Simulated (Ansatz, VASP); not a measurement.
# GaN: VASP beside Ansatz

File INCAR:

```
SYSTEM = GaN
  ALGO = Normal
  DIPOL = 0.5 0.5 0.427
  EDIFF = 1E-6
  ENCUT = 520
  GGA = PE
  GGA_COMPAT = .FALSE.
  IDIPOL = 3
  ISIF = 2
  ISMEAR = 0
  IVDW = 12
  LASPH = .TRUE.
  LCHARG = .TRUE.
  LDIPOL = .TRUE.
  LELF = .TRUE.
  LREAL = .FALSE.
  LVACPOTAV = .TRUE.
  LVHAR = .TRUE.
  LWAVE = .FALSE.
  NBANDS = 126
  NELM = 120
  NELMDL = -8
  PREC = Accurate
  SIGMA = 0.05
```

File KPOINTS:

```
k-points
0
G
  3 3 1
  0 0 0
```

Contents of POSCAR:

```
GaN
1.0
    6.3931260417      0.0000000000      0.0000000000
    0.0000000000      5.2085710379      0.0000000000
    0.0000000000      0.0000000000     26.2710778220
Ga N
12 12
Direct
    0.5000000000      0.0008110330      0.3045173880
    0.0000000000      0.0008110330      0.3045173880
    0.7500000000      0.5008110330      0.3396422606
    0.2500000000      0.5008110330      0.3396422606
    0.7500000000      0.0008110330      0.4098920057
    0.2500000000      0.0008110330      0.4098920057
    0.0000131199      0.4988915835      0.4433515416
    0.5000179646      0.4998564921      0.4430464842
    0.0000186018      0.0035318087      0.5189221636
    0.5000051864      0.0048336423      0.5167021425
    0.2508348150      0.4700887471      0.5407375429
    0.7494206545      0.4701816193      0.5408401331
    0.5000000000      0.6241889670      0.3045173880
    0.0000000000      0.6241889670      0.3045173880
    0.7500000000      0.1241889670      0.3396422606
    0.2500000000      0.1241889670      0.3396422606
    0.7500000000      0.6241889670      0.4098920057
    0.2500000000      0.6241889670      0.4098920057
    0.0000005085      0.1228159233      0.4443790235
    0.4999959855      0.1241673059      0.4436146616
    0.0000872687      0.6274600979      0.5165465797
    0.5001284951      0.6282925936      0.5156664576
    0.2518980288      0.1211447366      0.5498608751
    0.7481546147      0.1210673195      0.5498448125
```

Input for Ansatz:

```yaml
crystal:
  lattice:
    - [6.3931260417, 0.0, 0.0]
    - [0.0, 5.2085710379, 0.0]
    - [0.0, 0.0, 26.271077822]
  atoms:
    - { symbol: Ga, position: [0.5, 0.000811033, 0.304517388] }
    - { symbol: Ga, position: [0.0, 0.000811033, 0.304517388] }
    - { symbol: "N", position: [0.5, 0.624188967, 0.304517388] }
    - { symbol: "N", position: [0.0, 0.624188967, 0.304517388] }
    - { symbol: Ga, position: [0.75, 0.500811033, 0.3396422606] }
    - { symbol: Ga, position: [0.25, 0.500811033, 0.3396422606] }
    - { symbol: "N", position: [0.75, 0.124188967, 0.3396422606] }
    - { symbol: "N", position: [0.25, 0.124188967, 0.3396422606] }
    - { symbol: Ga, position: [0.75, 0.000811033, 0.4098920057] }
    - { symbol: Ga, position: [0.25, 0.000811033, 0.4098920057] }
    - { symbol: "N", position: [0.75, 0.624188967, 0.4098920057] }
    - { symbol: "N", position: [0.25, 0.624188967, 0.4098920057] }
    - { symbol: Ga, position: [1.31199e-05, 0.4988915835, 0.4433515416] }
    - { symbol: Ga, position: [0.5000179646, 0.4998564921, 0.4430464842] }
    - { symbol: "N", position: [5.085e-07, 0.1228159233, 0.4443790235] }
    - { symbol: "N", position: [0.4999959855, 0.1241673059, 0.4436146616] }
    - { symbol: Ga, position: [1.86018e-05, 0.0035318087, 0.5189221636] }
    - { symbol: Ga, position: [0.5000051864, 0.0048336423, 0.5167021425] }
    - { symbol: "N", position: [8.72687e-05, 0.6274600979, 0.5165465797] }
    - { symbol: "N", position: [0.5001284951, 0.6282925936, 0.5156664576] }
    - { symbol: Ga, position: [0.250834815, 0.4700887471, 0.5407375429] }
    - { symbol: Ga, position: [0.7494206545, 0.4701816193, 0.5408401331] }
    - { symbol: "N", position: [0.2518980288, 0.1211447366, 0.5498608751] }
    - { symbol: "N", position: [0.7481546147, 0.1210673195, 0.5498448125] }
basis:
  ecutwfc: 420
kpoints:
  mp_grid: { grid: [3, 3, 1] }
hamiltonian:
  xc: pbe
  dispersion: d3bj
scf:
  occupations: { method: gaussian, width: 0.05 }
output:
  forces: true
  eigenvalues: true
  write_density: true
  volumetric_format: npy
efield:
  axis: 3
  dipole_correction: true
  ramp_width: 0.04
```

Alike in both runs: task single point; functional PBE; dispersion D3(BJ); k mesh 3 × 3 × 1; occupations gaussian, width 0.05 eV; no spin polarisation.

|  | VASP | Ansatz |
| --- | --- | --- |
| version | VASP 6.6.1 | Ansatz 0.2.0 |
| potentials or method | VASP PAW PBE potentials, release 64 (Ga_d, N), cutoff 520 eV | scalar-relativistic, plane waves, PAW |
| valence electrons in the cell | 216 | 216 |

Ansatz gave:

| Property | Result |
| --- | --- |
| gap on the k mesh at the Fermi level (eV) | 0.69 |
| least direct gap on the mesh (eV) | 0.69 |
| rms of the force components (eV/Å) | 0.603 |

Q: Which values does VASP return?

A: gap on the k mesh at the Fermi level (eV): 0.68; least direct gap on the mesh (eV): 0.68; rms of the force components (eV/Å): 0.602.
